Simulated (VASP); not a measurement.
Wanted: the native input for a VASP 6.6.1 run.

```yaml
Task: single point
Functional: PBE
Potentials_or_basis: VASP PAW PBE potentials, release 64 (Hg, Te)
Cutoff: 520 eV
k_mesh: 12 × 12 × 12
Occupations: gaussian, width 0.1 eV
Spin: no spin polarisation
Dipole_correction: no
Further_INCAR_settings: ALGO = Normal; EDIFF = 1e-07; NBANDS = 16
```

The structure of HgTe lies in POSCAR:

```
HgTe
1.0
    0.1289400000      3.3875761500      3.3875761500
    3.3875761500      0.1289400000      3.3875761500
    3.3875761500      3.3875761500      0.1289400000
Hg Te
1 1
Direct
   -0.0053731993     -0.0053731993     -0.0053731993
    0.7553731993      0.7553731993      0.7553731993
```

This cell differs from its parent crystal: strained and its atoms moved.

The input as run:

INCAR

```
SYSTEM = HgTe
PREC = Accurate
ENCUT = 520
EDIFF = 1E-7
ISMEAR = 0
SIGMA = 0.1
LREAL = .False.
LASPH = .True.
NELM = 60
ALGO = Normal
ISIF = 2
LWAVE = .False.
LCHARG = .True.
GGA = PE
LELF = .True.
LVHAR = .True.
NBANDS = 16
```

KPOINTS

```
regular mesh
0
Gamma
  12 12 12
  0 0 0
```

Potentials or basis: VASP PAW PBE potentials, release 64 (Hg, Te).

The run is started by

```bash
$ cat potpaw_PBE.64/Hg/POTCAR potpaw_PBE.64/Te/POTCAR > POTCAR
$ mpirun -np 1 vasp_std > vasp.out
```

It gave:

The pressure is 0.1 GPa and the largest force is 0.112 eV/Å. The band gap on the k mesh is zero (filled and empty bands touch).

Caveat: the cell differs from its parent crystal (strained and its atoms moved); spin-orbit coupling is left out, which moves the levels of the heavy elements.

Run time: 69 s on 1 thread of Intel(R) Xeon(R) 6975P-C (Granite Rapids), on a shared host, peak memory 0.37 GiB.
